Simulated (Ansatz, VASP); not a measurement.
# One calculation of C, two programs

```
C
1.0
     3.57162    0.00000    0.00000
     0.00000    3.57162    0.00000
     0.00000    0.00000    3.57162
C
8
Cartesian
  0.0000 0.0000 0.0000
  0.0000 1.7858 1.7858
  1.7858 0.0000 1.7858
  1.7858 1.7858 0.0000
  0.8929 0.8929 0.8929
  0.8929 2.6787 2.6787
  2.6787 0.8929 2.6787
  2.6787 2.6787 0.8929
```

Alike in both runs: task single point; functional PBE; k mesh 3 × 3 × 3; no spin polarisation.

|  | VASP | Ansatz |
| --- | --- | --- |
| version | VASP 6.6.1 | Ansatz 0.2.0 |
| potentials or method | VASP PAW PBE potentials, release 64 (C), cutoff 600 eV | plane-wave PAW DFT |
| occupations | gaussian, width 0.01 eV | fixed |
| valence electrons in the cell | 32 | 32 |

|  | VASP | Ansatz | Ansatz less VASP |
| --- | --- | --- | --- |
| gap on the k mesh at the Fermi level (eV) | 4.14 | 4.15 | +0.007 |

The k mesh is coarse, so the values compare programs but aren't converged.
